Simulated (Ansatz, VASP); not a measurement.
## One calculation of MgO, two programs

File INCAR:

```
PREC = Accurate ; ENCUT = 520
EDIFF = 1E-7 ; ISMEAR = 0
SIGMA = 0.05 ; LREAL = False
LASPH = True ; NELM = 80
ALGO = Normal ; ISIF = 2
LWAVE = False ; LCHARG = False
GGA = PE ; NBANDS = 16
```

Contents of KPOINTS:

```
Automatic mesh
0
Gamma
  9 9 6
```

File POSCAR:

```
MgO
1.0
    3.5623398291      0.0000000000      0.0000000000
   -1.7811699146      3.0850767889      0.0000000000
    0.0000000000      0.0000000000      4.1406048166
Mg O
2 2
Direct
    0.6694707015      0.3333333333      0.7500000000
    0.3361373682      0.6666666667      0.2500000000
    0.6624068962      0.3333333333      0.2500000000
    0.3290735629      0.6666666667      0.7500000000
```

Input for Ansatz:

```yaml
crystal:
  lattice:
    - [3.5623398291, 0.0, 0.0]
    - [-1.7811699146, 3.0850767889, 0.0]
    - [0.0, 0.0, 4.1406048166]
  atoms:
    - { symbol: Mg, position: [0.6694707015, 0.3333333333, 0.75] }
    - { symbol: Mg, position: [0.3361373682, 0.6666666667, 0.25] }
    - { symbol: O, position: [0.6624068962, 0.3333333333, 0.25] }
    - { symbol: O, position: [0.3290735629, 0.6666666667, 0.75] }
basis:
  ecutwfc: 520.0
kpoints:
  mp_grid: { grid: [9, 9, 6] }
hamiltonian:
  xc: pbe
  pseudopotentials: { kind: paw, azcp: { folder: soft_1 } }
scf:
  occupations: { method: gaussian, width: 0.05 }
output:
  forces: true
  stress: true
  eigenvalues: true
  write_density: true
  write_potential: true
  elf: true
  volumetric_format: npy
```

Change from the starting cell: mode 8 frozen in at -0.015 Å, strain +e along z and -e/2 along x and y -0.0233.

Alike in both runs: task single point; functional PBE; k mesh 9 × 9 × 6; occupations gaussian, width 0.05 eV; no spin polarisation.

|  | VASP | Ansatz |
| --- | --- | --- |
| version | VASP 6.6.1 | Ansatz 0.2.0 |
| potentials or method | VASP PAW PBE potentials, release 64 (Mg, O), cutoff 520 eV | scalar-relativistic, plane waves, PAW |
| valence electrons in the cell | 16 | 32 |

|  | VASP | Ansatz | Ansatz less VASP |
| --- | --- | --- | --- |
| gap on the k mesh at the Fermi level (eV) | 3.31 | 3.33 | +0.020 |
| least direct gap on the mesh (eV) | 3.31 | 3.33 | +0.020 |
| pressure (GPa) | 0.0 | 0.6 | +0.59 |
| traceless stress, the component that is largest in VASP (GPa) | 3.71 | 3.80 | +0.085 |
| rms of the force components (eV/Å) | 0.102 | 0.101 | -0.0009 |

Atom by atom the forces differ by 0.001 eV/Å (rms over components). VASP's potentials hold 16 valence electrons a cell and Ansatz's 32, so a difference there can come from the potentials and not from the codes.
